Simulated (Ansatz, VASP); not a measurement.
**TiSi16 in VASP and in Ansatz**

```xyz
17
Lattice="0.0000 5.4300 5.4300 5.4300 0.0000 5.4300 5.4300 5.4300 0.0000" Properties=species:S:1:pos:R:3 pbc="T T T"
Si    0.0405   -0.0359   -0.0375
Si    1.3817    1.3045    1.3029
Si    2.7570    2.6770   -0.0055
Si    4.1311    4.0515    1.3022
Si    2.7569   -0.0039    2.6757
Si    4.1309    1.3039    4.0502
Si    5.4397    2.6766    2.6752
Si    6.7864    4.0773    4.0760
Si    0.0748    2.6796    2.6777
Si    1.3823    4.0541    4.0522
Si    2.7577    5.3599    2.6774
Si    4.1580    6.7074    4.0779
Si    2.7576    2.6794    5.3584
Si    4.1579    4.0800    6.7058
Si    5.4739    5.3926    5.3908
Si    6.7883    6.7070    6.7053
Ti    8.1880    8.1079    8.1061
```

Alike in both runs: functional PBEsol; k mesh 2 × 2 × 2; occupations fermi-dirac, width 0.02 eV; no spin polarisation.

Ansatz relaxed the structure, and its values are those at the end. VASP's run is a single point on that final structure, the one shown.

|  | VASP | Ansatz |
| --- | --- | --- |
| version | VASP 6.6.1 | Ansatz 0.2.0 |
| potentials or method | VASP PAW PBE potentials, release 64 (Si, Ti_sv), cutoff 520 eV | scalar-relativistic, plane waves, PAW |
| valence electrons in the cell | 76 | 76 |

```csv
,VASP,Ansatz,Ansatz less VASP
rms of the force components (eV/Å),0.005,0.003,-0.0017
```

VASP's potentials were made for PBE, not for PBEsol, and Ansatz warns of the same on its side.

The k mesh is coarse, so the values compare programs but aren't converged.
